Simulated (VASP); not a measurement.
Runs of VASP 6.6.1 on MoPt. It takes space group Pmma (No. 51, orthorhombic). Conventional cell: a = 4.477 Å, b = 2.734 Å, c = 4.958 Å, α = 90.00°, β = 90.00°, γ = 90.00°. Within 3.6 Å of Mo (site symmetry mm2) lie 4 Mo at 2.73 to 2.75 Å and 8 Pt at 2.76 to 2.84 Å. Pt (site symmetry mm2) has 4 Pt at 2.73 to 2.76 Å and 8 Mo at 2.76 to 2.84 Å within 3.6 Å. 

```tsv
smearing	gap on the mesh (eV)	pressure (GPa)	largest force (eV/Å)
fermi-dirac 0.1 eV	none	(b)	(a)
fermi-dirac 0.5 eV	none	-4.4	0.26
fermi-dirac 0.3 eV	none	-8.1	0.21
fermi-dirac 0.2 eV	none	-9.1	(c)
```

Alike in all rows: task single point; level LDA; potentials or basis VASP PAW LDA potentials, release 64 (Mo_sv, Pt); no spin polarisation; cell as given; k mesh 5 × 8 × 4; cutoff (eV) 520.

Q: Estimate the missing entries.

A: (a) 0.14; (b) -9.7; (c) 0.17.

Caveats: spin-orbit coupling is left out, which moves the levels of the heavy elements.

A k mesh can miss the band edges, and the runs leave out spin-orbit coupling on Mo, Pt.

A gap of «none» marks levels without a gap at the run's occupations.
